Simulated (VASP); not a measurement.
## Pt: single point with r2SCAN

Crystal: Pt.

```
Pt
1.0
     2.76067    0.00000    0.00000
    -1.38033    2.39081    0.00000
     0.00000    0.00000    4.79213
Pt
2
Direct
  0.66667 0.33333 0.75000
  0.33333 0.66667 0.25000
```

| Quantity | Value |
| --- | --- |
| Program | VASP 6.6.1 |
| Task | single point |
| Functional | r2SCAN |
| Potentials or basis | VASP PAW PBE potentials, release 64 (Pt) |
| Cutoff | 520 eV |
| k mesh | 14 × 14 × 7 |
| Occupations | gaussian, width 0.1 eV |
| Spin | no spin polarisation |

```yaml
Pressure: -6.1 GPa
Band_gap_on_the_k_mesh: zero (band 10 reaches 10.61 eV, above the bottom of band 11 at 9.30 eV)
```

Stress tensor (GPa, compression positive):
```
-6.44  0.00  0.00
 0.00 -6.44  0.00
 0.00  0.00 -5.32
```

Levels at points of the mesh, in eV from the Fermi level:
```
           k point  band 6  band 7  band 8  band 9  band 10  band 11  band 12  band 13  band 14  band 15
(0.00, 0.00, 0.00)   -3.14   -3.14   -1.89   -1.89    -0.50    -0.26    -0.26     4.94    16.11    16.59
(0.50, 0.00, 0.00)   -2.97   -2.54   -0.04    0.32     0.53     2.46     3.98     7.70     9.31    10.05
```

Wall time 88 s on 1 thread of Intel(R) Xeon(R) Platinum 8559C (Emerald Rapids) (shared host), peak memory 0.18 GiB.

Caveat: the PAW data sets were made with another functional, which shifts forces and pressure a little; spin-orbit coupling is left out, which moves the levels of the heavy elements.
